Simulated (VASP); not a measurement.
Write the native input for VASP 6.6.1 that does the following.

```
Task                   : single point
Functional             : PBE
Potentials or basis    : VASP PAW PBE potentials, release 64 (Al, Fe, Co)
Cutoff                 : 520 eV
k mesh                 : 10 × 10 × 8
Occupations            : gaussian, width 0.1 eV
Spin                   : no spin polarisation
Dipole correction      : no
Further INCAR settings : ALGO = Fast; EDIFF = 1e-07; NBANDS = 34
```

The structure of Al4FeCo3 lies in POSCAR:

```
Al4FeCo3
1.0
    3.9114169367      0.0000000000      0.0000000000
    0.0000000000      3.9114169367      0.0000000000
    0.0000000000      0.0000000000      5.5340043332
Al Fe Co
4 1 3
Direct
    0.0000000000      0.5000000000      0.7475230841
    0.0000000000      0.5000000000      0.2524769159
    0.5000000000      0.0000000000      0.7475230841
    0.5000000000      0.0000000000      0.2524769159
    0.0000000000      0.0000000000      0.5000000000
    0.0000000000      0.0000000000      0.0000000000
    0.5000000000      0.5000000000      0.0000000000
    0.5000000000      0.5000000000      0.5000000000
```

This cell differs from its parent crystal: volume scaled by 0.91, then relaxed in part.

The input as run:

INCAR

```
SYSTEM = Al4FeCo3
ALGO = Fast
EDIFF = 1E-7
ENCUT = 520
GGA = PE
ISIF = 2
ISMEAR = 0
LASPH = .True.
LCHARG = .False.
LREAL = .False.
LWAVE = .False.
NBANDS = 34
NELM = 80
PREC = Accurate
SIGMA = 0.1
```

KPOINTS

```
k-points
0
Gamma
  10 10 8
  0 0 0
```

Potentials or basis: VASP PAW PBE potentials, release 64 (Al, Fe, Co).

Launch:

```sh
$ cat potpaw_PBE.64/Al/POTCAR potpaw_PBE.64/Fe/POTCAR potpaw_PBE.64/Co/POTCAR > POTCAR
$ mpirun -np 1 vasp_std > vasp.out
```

It gave:

| Quantity | Value |
| --- | --- |
| Pressure | 20.7 GPa |
| Largest force | 0.016 eV/Å |

It used 600 s of CPU time on 1 thread of AMD EPYC 7R13 Processor (Zen 3), on a shared host.
